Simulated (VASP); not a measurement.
**SnSe: single point with r2SCAN**

Slab: SnSe, a slab with vacuum.

```xyz
4
Lattice="4.2853 0.0000 0.0000 0.0000 4.2853 0.0000 0.0000 0.0000 10.9907" Properties=species:S:1:pos:R:3 pbc="T T T"
Sn    2.1427    0.0000    4.0911
Sn    0.0000    2.1427    6.8996
Se    2.3334    0.1907    6.7592
Se    0.0000    2.1427    4.2200
```

This cell differs from its parent crystal: atom 3 (Se) moved -0.270 Å towards its neighbour atom 2 (Sn) at 3.033 Å.

```yaml
Program: VASP 6.6.1
Task: single point
Functional: r2SCAN
Potentials_or_basis: VASP PAW PBE potentials, release 64 (Sn_d, Se)
Cutoff: 520 eV
k_mesh: 6 × 6 × 4
Occupations: gaussian, width 0.05 eV
Spin: no spin polarisation
Dipole_correction: no
Further_INCAR_settings: ALGO = Normal; EDIFF = 1e-06; NBANDS = 28
```

| Item | Value |
| --- | --- |
| Largest force | 0.495 eV/Å |
| Band gap on the k mesh | 1.72 eV, indirect (least direct gap 1.76 eV) |

Forces in eV/Å, atoms in the order of the input:
```
Sn  -0.043 -0.043 -0.098
Sn   0.093  0.093  0.062
Se  -0.343 -0.343  0.102
Se   0.293  0.293 -0.066
```

Levels at points of the mesh, in eV from the valence-band top:
```tsv
k point	band 18	band 19	band 20	band 21	band 22	band 23
(0.00, 0.00, 0.00)	-1.80	-1.76	-0.23	1.95	3.81	4.21
(0.50, 0.00, 0.00)	-1.48	-0.14	-0.04	1.72	1.85	2.34
(0.50, 0.50, 0.00)	-3.22	-1.74	-1.69	3.85	4.06	5.21
(0.00, 0.00, 0.50)	-1.80	-1.76	-0.23	1.81	3.81	4.85
(0.50, 0.00, 0.50)	-1.48	-0.14	-0.04	1.73	1.85	2.35
(0.50, 0.50, 0.50)	-3.22	-1.74	-1.68	3.83	4.03	5.28
```

Run time: 22 min on 1 thread of Oxide Virtual Turin-like Processor, on a shared host, peak memory 0.43 GiB.

Caveat: the cell differs from its parent crystal (atom 3 (Se) moved -0.270 Å towards its neighbour atom 2 (Sn) at 3.033 Å); the PAW data sets were made with another functional, which shifts forces and pressure a little; spin-orbit coupling is left out, which moves the levels of the heavy elements.
